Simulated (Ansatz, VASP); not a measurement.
Two plane-wave programs on Pd

File INCAR:

```
PREC     = Accurate       # precision mode
ENCUT    = 400            # plane-wave cutoff, eV
EDIFF    = 1E-6           # SCF threshold, eV
ISMEAR   = -1             # smearing method
SIGMA    = 0.05           # smearing width, eV
LREAL    = False          # projectors in reciprocal space
LASPH    = True           # aspherical terms in the spheres
NELM     = 120            # most SCF steps
ALGO     = Normal         # electronic algorithm
ISIF     = 2              # what is computed and relaxed
LWAVE    = False          # write WAVECAR
LCHARG   = False          # write CHGCAR
LDIPOL   = True         
IDIPOL   = 3            
DIPOL    = 0.5 0.5 0.500
GGA      = PE             # functional
NBANDS   = 22             # bands
GGA_COMPAT= False        
NELMDL   = -8
```

Contents of KPOINTS:

```
regular mesh
0
Gamma
  12 12 1
```

The input POSCAR:

```
Pd
1.0
    2.7888697467      0.0000000000      0.0000000000
    0.0000000000      2.7888697467      0.0000000000
    0.0000000000      0.0000000000     19.9441000000
Pd
3
Direct
    0.0000000000      0.0000000000      0.4011222011
    0.5000000000      0.5000000000      0.5000000000
    0.0000000000      0.0000000000      0.5988777989
```

Input for Ansatz:

```yaml
crystal:
  lattice:
    - [2.7888697467, 0.0, 0.0]
    - [0.0, 2.7888697467, 0.0]
    - [0.0, 0.0, 19.9441]
  atoms:
    - { symbol: Pd, position: [0.0, 0.0, 0.4011222011] }
    - { symbol: Pd, position: [0.5, 0.5, 0.5] }
    - { symbol: Pd, position: [0.0, 0.0, 0.5988777989] }
kpoints:
  mp_grid: { grid: [12, 12, 1] }
scf:
  occupations: { method: fermi_dirac, width: 0.05 }
hamiltonian:
  xc: pbe
  pseudopotentials: { kind: paw }
output:
  forces: true
  stress: true
  eigenvalues: true
  populations: true
efield:
  axis: 3
  amplitude: 0
  dipole_correction: true
```

Alike in both runs: task single point; functional PBE; k mesh 12 × 12 × 1; occupations fermi-dirac, width 0.05 eV; no spin polarisation.

```csv
,VASP,Ansatz
version,VASP 6.6.1,Ansatz 0.2.0
potentials or method,"VASP PAW PBE potentials, release 64 (Pd)","PAW with Ansatz's default frozen-core files, scalar-relativistic"
plane-wave cutoff (eV),400,420
valence electrons in the cell,30,54
```

Ansatz gave:

| Item | Value |
| --- | --- |
| rms of the force components (eV/Å) | 0.078 |

Q: What did VASP give for the same quantities?

A: rms of the force components (eV/Å): 0.083.

Atom by atom the forces differ by 0.005 eV/Å (rms over components). VASP's potentials hold 30 valence electrons a cell and Ansatz's 54, so a difference there can come from the potentials and not from the codes.
